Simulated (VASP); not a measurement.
Input of a VASP 6.6.1 run:

The input INCAR:

```
SYSTEM = As
PREC     = Accurate       ! precision mode
ENCUT    = 520            ! plane-wave cutoff, eV
EDIFF    = 1E-6           ! SCF threshold, eV
ISMEAR   = 0              ! smearing method
SIGMA    = 0.05           ! smearing width, eV
LREAL    = .FALSE.        ! projectors in reciprocal space
LASPH    = .TRUE.         ! aspherical terms in the spheres
NELM     = 100            ! most SCF steps
ALGO     = Normal         ! electronic algorithm
ISIF     = 2              ! what is computed and relaxed
LWAVE    = .FALSE.        ! write WAVECAR
LCHARG   = .FALSE.        ! write CHGCAR
LDIPOL   = .TRUE.       
IDIPOL   = 3            
DIPOL    = 0.5 0.5 0.374
GGA      = PE             ! functional
IVDW     = 12             ! dispersion correction
IBRION   = 2              ! ionic algorithm
NSW      = 40             ! ionic steps
EDIFFG   = -0.003         ! ionic threshold
```

KPOINTS

```
regular mesh
0
G
  9 9 1
  0 0 0
```

Contents of POSCAR:

```
As
1.0
    3.5716242980      0.0000000000      0.0000000000
   -1.7858121490      3.0931173748      0.0000000000
    0.0000000000      0.0000000000     20.2951239168
As
4
Selective dynamics
Direct
    0.3333333333      0.6666666667      0.2217281362  F F F
    0.6666666667      0.3333333333      0.2905581628  F F T
    0.8333333333      0.6666666667      0.4568728364  F F T
    1.1666666667      0.3333333333      0.5256960366  F F T
```

Potentials or basis: VASP PAW PBE potentials, release 64 (As).

The run is started by

```bash
$ cat potpaw_PBE.64/As/POTCAR > POTCAR
$ mpirun -np 1 vasp_std > vasp.out
```

(1) Predict the dispersion energy per atom.

(2) Estimate the band gap on the k mesh.

(3) Estimate the energy gained by relaxing.

## Answers

(1) -0.265 eV.

(2) 1.07 eV (least direct gap 1.67 eV).

(3) 0.6 meV/atom.

Caveat: the cell differs from its parent crystal (layers slid over each other).
